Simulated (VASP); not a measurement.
Write the native input for VASP 6.6.1 that does the following.

* Task: single point
* Functional: LDA
* Potentials or basis: VASP PAW LDA potentials, release 64 (Cu, O, F)
* Cutoff: 520 eV
* k mesh: 10 × 10 × 10
* Occupations: gaussian, width 0.1 eV
* Spin: collinear spin, ferromagnetic start
* Starting moments: [0.42, 0.42, 0.42, 0.18, 0.0, 0.0, 0.0] μB
* Dipole correction: no
* Further INCAR settings: ALGO = Normal; EDIFF = 1e-07; NBANDS = 43

The structure of Cu3OF3 lies in POSCAR:

```
Cu3OF3
1.0
    4.2734130561      0.0000000000      0.0000000000
    0.0000000000      4.2734130561      0.0000000000
    0.0000000000      0.0000000000      4.2734130561
Cu O F
3 1 3
Direct
    0.5000000000      0.5000000000      0.0000000000
    0.0000000000      0.5000000000      0.5000000000
    0.5000000000      0.0000000000      0.5000000000
    0.5000000000      0.5000000000      0.5000000000
    0.5000000000      0.0000000000      0.0000000000
    0.0000000000      0.5000000000      0.0000000000
    0.0000000000      0.0000000000      0.5000000000
```

One way to write it, as run:

INCAR

```
  PREC = Accurate
  ENCUT = 520
  EDIFF = 1E-7
  ISMEAR = 0
  SIGMA = 0.1
  LREAL = F
  LASPH = T
  NELM = 150
  ALGO = Normal
  ISIF = 2
  LWAVE = F
  LCHARG = T
  ISPIN = 2
  MAGMOM = 0.42 0.42 0.42 0.18 0 0 0
  LORBIT = 11
  LMAXMIX = 4
  LELF = T
  LVHAR = T
  NBANDS = 43
```

KPOINTS

```
Automatic mesh
0
Gamma
  10 10 10
```

Potentials or basis: VASP PAW LDA potentials, release 64 (Cu, O, F).

Run with:

```bash
$ cat potpaw_LDA.64/Cu/POTCAR potpaw_LDA.64/O/POTCAR potpaw_LDA.64/F/POTCAR > POTCAR
$ mpirun -np 1 vasp_std > vasp.out
```

It gave:

```yaml
Pressure: -13.1 GPa
Net_moment: 0.22 μB per cell
Site_moments: Cu +0.06; O +0.02; F +0.01 μB
Valence_electrons_inside_the_program's_atomic_spheres: Cu 9.72; O 4.87; F 6.02
```

Caveat: the cell stands under tension.

It took 15 min on 1 thread of Intel Xeon 8259CL, on a shared host, peak memory 0.36 GiB.
